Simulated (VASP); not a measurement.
Write the native input for VASP 6.6.1 that does the following.

* Task: single point
* Functional: PBE
* Potentials or basis: VASP PAW PBE potentials, release 64 (Cu, N)
* Cutoff: 600 eV
* k mesh: 10 × 10 × 10
* Occupations: gaussian, width 0.01 eV
* Spin: no spin polarisation
* Dipole correction: no
* Further INCAR settings: ALGO = Normal; EDIFF = 1e-06; NBANDS = 27

The structure of Cu3N lies in POSCAR:

```
Cu3N
1.0
    3.8652785133      0.0000000000      0.0000000000
    0.0000000000      3.8652785133      0.0000000000
    0.0000000000      0.0000000000      3.8652785133
Cu N
3 1
Direct
    0.5000000000      0.0000000000      0.0000000000
    0.0000000000      0.5000000000      0.0000000000
    0.0000000000      0.0000000000      0.5000000000
    0.0000000000      0.0000000000      0.0000000000
```

This cell differs from its parent crystal: equal strain along all axes, cell held: +1.0 %.

The input as run:

INCAR

```
SYSTEM = Cu3N
PREC     = Accurate       ! precision mode
ENCUT    = 600            ! plane-wave cutoff, eV
EDIFF    = 1E-6           ! SCF threshold, eV
ISMEAR   = 0              ! smearing method
SIGMA    = 0.01           ! smearing width, eV
LREAL    = .FALSE.        ! projectors in reciprocal space
LASPH    = .TRUE.         ! aspherical terms in the spheres
NELM     = 120            ! most SCF steps
ALGO     = Normal         ! electronic algorithm
ISIF     = 2              ! what is computed and relaxed
LWAVE    = .FALSE.        ! write WAVECAR
LCHARG   = .TRUE.         ! write CHGCAR
GGA      = PE             ! functional
LELF     = .TRUE.         ! ELF
LVHAR    = .TRUE.       
NBANDS   = 27             ! bands
GGA_COMPAT= .FALSE.
```

KPOINTS

```
Automatic mesh
0
G
  10 10 10
  0 0 0
```

Potentials or basis: VASP PAW PBE potentials, release 64 (Cu, N).

Run with:

```console
$ cat potpaw_PBE.64/Cu/POTCAR potpaw_PBE.64/N/POTCAR > POTCAR
$ mpirun -np 1 vasp_std > vasp.out
```

Results of the run:

| Quantity | Value |
| --- | --- |
| Pressure | -2.5 GPa |
| Band gap on the k mesh | 0.34 eV (least direct gap 0.87 eV) |

Caveat: the cell differs from its parent crystal (equal strain along all axes, cell held: +1.0 %).

Run time: 60 s on 1 thread of AMD EPYC 9R45 96-Core Processor (Zen 5), on a shared host, peak memory 0.2 GiB.
